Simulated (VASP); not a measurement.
Li3TaO4, 8 atoms in the cell. It takes space group I4/mmm (No. 139, tetragonal). The conventional cell has a = 4.099 Å, b = 4.099 Å, c = 8.953 Å, α = 90.00°, β = 90.00°, γ = 90.00°. Within 2.7 Å of Li (site symmetry 4/mmm) lie 6 O at 2.05 to 2.55 Å. Within 2.7 Å of Li (site symmetry -4m2) lie 6 O at 2.07 to 2.24 Å. Ta (site symmetry 4/mmm) has 6 O at 1.92 to 2.05 Å within 2.6 Å. O (site symmetry mmm) has 4 Li at 2.05 to 2.24 Å and 2 Ta at 2.05 Å within 2.7 Å. O (site symmetry 4mm) has 1 Ta at 1.92 Å and 5 Li at 2.07 to 2.55 Å within 2.6 Å. 

| Quantity | Value |
| --- | --- |
| Program | VASP 6.6.1 |
| Task | single point |
| Functional | PBEsol |
| Potentials or basis | VASP PAW PBE potentials, release 64 (Li_sv, Ta_pv, O) |
| Cutoff | 520 eV |
| k mesh | 10 × 10 × 10 |
| Occupations | gaussian, width 0.02 eV |
| Spin | no spin polarisation |
| Dipole correction | no |
| Further INCAR settings | ALGO = Normal; EDIFF = 1e-06; NBANDS = 32 |

Potentials or basis: VASP PAW PBE potentials, release 64 (Li_sv, Ta_pv, O).

Command:

```sh
$ cat potpaw_PBE.64/Li_sv/POTCAR potpaw_PBE.64/Ta_pv/POTCAR potpaw_PBE.64/O/POTCAR > POTCAR
$ mpirun -np 1 vasp_std > vasp.out
```

Hardware: 1 thread of Intel(R) Xeon(R) Platinum 8488C (Sapphire Rapids) (shared host).

Q: How long does it take, and how much memory?

A: Run time: 3.9 min on 1 thread of Intel(R) Xeon(R) Platinum 8488C (Sapphire Rapids), with other jobs on the host, peak memory 0.37 GiB. Counts: scf iterations 14, k points 102.
